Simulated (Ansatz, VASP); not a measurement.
**FeSi: VASP beside Ansatz**

File INCAR:

```
SYSTEM = FeSi
PREC = Accurate ; ENCUT = 600
EDIFF = 1E-7 ; ISMEAR = 0
SIGMA = 0.01 ; LREAL = .False.
LASPH = .True. ; NELM = 100
ALGO = Normal ; ISIF = 3
LWAVE = .False. ; LCHARG = .False.
GGA = PS ; IBRION = 2
NSW = 100 ; EDIFFG = -0.005
```

KPOINTS

```
regular mesh
0
Gamma
  8 8 8
  0 0 0
```

The input POSCAR:

```
FeSi
1.0
    4.4028615138      0.0000000000      0.0000000000
    0.0000000000      4.4028615138      0.0000000000
    0.0000000000      0.0000000000      4.4028615138
Fe Si
4 4
Direct
    0.1370360825      0.1370360825      0.1370360825
    0.3629639175      0.8629639175      0.6370360825
    0.6370360825      0.3629639175      0.8629639175
    0.8629639175      0.6370360825      0.3629639175
    0.8411665561      0.8411665561      0.8411665561
    0.6588334439      0.1588334439      0.3411665561
    0.3411665561      0.6588334439      0.1588334439
    0.1588334439      0.3411665561      0.6588334439
```

Input for Ansatz:

```yaml
crystal:
  lattice:
    - [4.4028615138, 0.0, 0.0]
    - [0.0, 4.4028615138, 0.0]
    - [0.0, 0.0, 4.4028615138]
  atoms:
    - { symbol: Fe, position: [0.1370360825, 0.1370360825, 0.1370360825] }
    - { symbol: Fe, position: [0.3629639175, 0.8629639175, 0.6370360825] }
    - { symbol: Fe, position: [0.6370360825, 0.3629639175, 0.8629639175] }
    - { symbol: Fe, position: [0.8629639175, 0.6370360825, 0.3629639175] }
    - { symbol: Si, position: [0.8411665561, 0.8411665561, 0.8411665561] }
    - { symbol: Si, position: [0.6588334439, 0.1588334439, 0.3411665561] }
    - { symbol: Si, position: [0.3411665561, 0.6588334439, 0.1588334439] }
    - { symbol: Si, position: [0.1588334439, 0.3411665561, 0.6588334439] }
basis:
  ecutwfc: 420
kpoints:
  mp_grid: { grid: [8, 8, 8] }
hamiltonian:
  xc: pbesol
scf:
  occupations: { method: gaussian, width: 0.01 }
output:
  forces: true
  stress: true
  eigenvalues: true
  write_density: true
  write_potential: true
  elf: true
  volumetric_format: npy
relax:
  adjacent_minimum: "off"
  f_tol: 0.005
  max_steps: 80
  cell: { stress_tol: 0.05 }
```

Alike in both runs: task relaxation of cell and atoms; functional PBEsol; k mesh 8 × 8 × 8; occupations gaussian, width 0.01 eV; no spin polarisation.

|  | VASP | Ansatz |
| --- | --- | --- |
| version | VASP 6.6.1 | Ansatz 0.2.0 |
| potentials or method | VASP PAW PBE potentials, release 64 (Fe, Si), cutoff 600 eV | scalar-relativistic, plane waves, PAW |
| valence electrons in the cell | 48 | 80 |

Ansatz gave:

| Item | Value |
| --- | --- |
| gap on the k mesh at the Fermi level, each at its own relaxed structure (eV) | 0.15 |
| relaxed volume (Å³/atom) | 10.67 |
| relaxed cell length with the largest relative difference (Å) | 4.403 |

Q: Which values does VASP return?

A: gap on the k mesh at the Fermi level, each at its own relaxed structure (eV): 0.14; relaxed volume (Å³/atom): 10.69; relaxed cell length with the largest relative difference (Å): 4.406.

VASP's potentials were made for PBE, not for PBEsol. VASP's potentials hold 48 valence electrons a cell and Ansatz's 80, so a difference there can come from the potentials and not from the codes.
